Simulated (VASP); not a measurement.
Set up this calculation in VASP 6.6.1, as the native input.

* Task: single point
* Functional: r2SCAN
* Potentials or basis: VASP PAW PBE potentials, release 64 (Hf_pv, Si, O)
* Cutoff: 520 eV
* k mesh: 6 × 6 × 6
* Occupations: gaussian, width 0.01 eV
* Spin: no spin polarisation
* Dipole correction: no
* Further INCAR settings: ALGO = Normal; EDIFF = 1e-06; NBANDS = 50

Crystal: HfSiO4.

```xyz
12
Lattice="-3.3895 3.3895 2.9366 3.3895 -3.3895 2.9366 3.3895 3.3895 -2.9366" Properties=species:S:1:pos:R:3 pbc="T T T"
Hf    0.0000    0.0000    0.0000
Hf    0.0000    3.3895    1.4683
Si    3.3895    0.0000    1.4683
Si    0.0000    0.0000    2.9366
O     3.3895    2.1575   -1.0697
O     4.6216    0.0000    0.3986
O     2.1575    0.0000    0.3986
O     0.0000    1.2321    1.8669
O     2.1575    3.3895    1.0697
O     3.3895    1.2321    2.5380
O     3.3895   -1.2321    2.5380
O     1.2321    0.0000    4.0063
```

This cell differs from its parent crystal: epitaxial xy strain +3.0%.

The input as run:

POSCAR

```
HfSiO4
1.0
   -3.3895478473      3.3895478473      2.9365843751
    3.3895478473     -3.3895478473      2.9365843751
    3.3895478473      3.3895478473     -2.9365843751
Hf Si O
2 2 8
Direct
    0.0000000000      0.0000000000      0.0000000000
    0.7500000000      0.2500000000      0.5000000000
    0.2500000000      0.7500000000      0.5000000000
    0.5000000000      0.5000000000      0.0000000000
    0.1361174793      0.3178662437      0.8182512356
    0.0678662437      0.7496150081      0.6817487644
    0.0678662437      0.3861174793      0.3182512356
    0.4996150081      0.3178662437      0.1817487644
    0.6821337563      0.5003849919      0.8182512356
    0.6138825207      0.9321337563      0.6817487644
    0.2503849919      0.9321337563      0.3182512356
    0.6821337563      0.8638825207      0.1817487644
```

INCAR.step1

```
PREC     = Accurate       # precision mode
ENCUT    = 520            # plane-wave cutoff, eV
ISMEAR   = 0              # smearing method
SIGMA    = 0.01           # smearing width, eV
LREAL    = False          # projectors in reciprocal space
LASPH    = True           # aspherical terms in the spheres
NELM     = 60             # most SCF steps
NBANDS   = 50             # bands
GGA      = PE             # functional
ALGO     = Normal         # electronic algorithm
EDIFF    = 1E-4           # SCF threshold, eV
LWAVE    = True           # write WAVECAR
LCHARG   = False          # write CHGCAR
```

INCAR.step2

```
PREC     = Accurate       # precision mode
ENCUT    = 520            # plane-wave cutoff, eV
EDIFF    = 1E-6           # SCF threshold, eV
ISMEAR   = 0              # smearing method
SIGMA    = 0.01           # smearing width, eV
LREAL    = False          # projectors in reciprocal space
LASPH    = True           # aspherical terms in the spheres
NELM     = 60             # most SCF steps
ALGO     = Normal         # electronic algorithm
ISIF     = 2              # what is computed and relaxed
LWAVE    = False          # write WAVECAR
LCHARG   = False          # write CHGCAR
METAGGA  = R2SCAN         # meta-GGA
LMIXTAU  = True         
NBANDS   = 50             # bands
ISTART   = 1
```

KPOINTS

```
regular mesh
0
Gamma
  6 6 6
```

Potentials or basis: VASP PAW PBE potentials, release 64 (Hf_pv, Si, O).

The run is started by

```sh
$ cat potpaw_PBE.64/Hf_pv/POTCAR potpaw_PBE.64/Si/POTCAR potpaw_PBE.64/O/POTCAR > POTCAR
$ cp INCAR.step1 INCAR
$ mpirun -np 1 vasp_std > vasp.out
$ cp INCAR.step2 INCAR
$ mpirun -np 1 vasp_std > vasp.out
```

It gave:

The pressure is -8.6 GPa. The largest force is 0.193 eV/Å. The band gap on the k mesh is 5.67 eV, indirect (least direct gap 5.85 eV).

Caveat: the cell differs from its parent crystal (epitaxial xy strain +3.0%); the PAW data sets were made with another functional, which shifts forces and pressure a little; spin-orbit coupling is left out, which moves the levels of the heavy elements.

It took 23 min on 1 thread of Oxide Virtual Turin-like Processor (shared host), peak memory 0.35 GiB.
